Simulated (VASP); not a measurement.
# InAs: single point with r2SCAN

The system is InAs.

```
In As
1.0
     0.00000    2.86346    2.86346
     2.86346    0.00000    2.86346
     2.86346    2.86346    0.00000
In As
1 1
Direct
  0.50000 0.50000 0.50000
  0.00000 0.00000 0.00000
```

This cell differs from its parent crystal: functional r2SCAN, strained.

```yaml
Program: VASP 6.6.1
Task: single point
Functional: r2SCAN
Potentials_or_basis: VASP PAW PBE potentials, release 64 (In_d, As)
Cutoff: 550 eV
k_mesh: 12 × 12 × 12
Occupations: gaussian, width 0.1 eV
Spin: no spin polarisation
```

```json
{"Pressure": "-1.5 GPa", "Band gap on the k mesh": "zero (band 9 reaches 6.27 eV, above the bottom of band 10 at 3.54 eV)"}
```

Levels at points of the mesh, in eV from the Fermi level:
| k point | band 5 | band 6 | band 7 | band 8 | band 9 | band 10 | band 11 | band 12 | band 13 | band 14 |
| --- | --- | --- | --- | --- | --- | --- | --- | --- | --- | --- |
| (0.00, 0.00, 0.00) | -14.87 | -12.65 | -0.24 | -0.24 | -0.24 | -0.10 | 7.66 | 7.66 | 7.66 | 8.13 |
| (0.50, 0.00, 0.00) | -14.81 | -10.87 | -6.73 | 0.17 | 0.17 | 2.62 | 3.58 | 3.58 | 4.95 | 11.56 |
| (0.50, 0.50, 0.00) | -14.79 | -9.89 | -4.91 | -2.77 | -2.36 | -2.36 | 4.27 | 10.00 | 10.00 | 10.97 |

Run time: 96 s on 1 thread of Intel(R) Xeon(R) 6975P-C (Granite Rapids), with other jobs on the host, peak memory 0.22 GiB.

Caveat: the cell differs from its parent crystal (functional r2SCAN, strained); the PAW data sets were made with another functional, which shifts forces and pressure a little; spin-orbit coupling is left out, which moves the levels of the heavy elements.
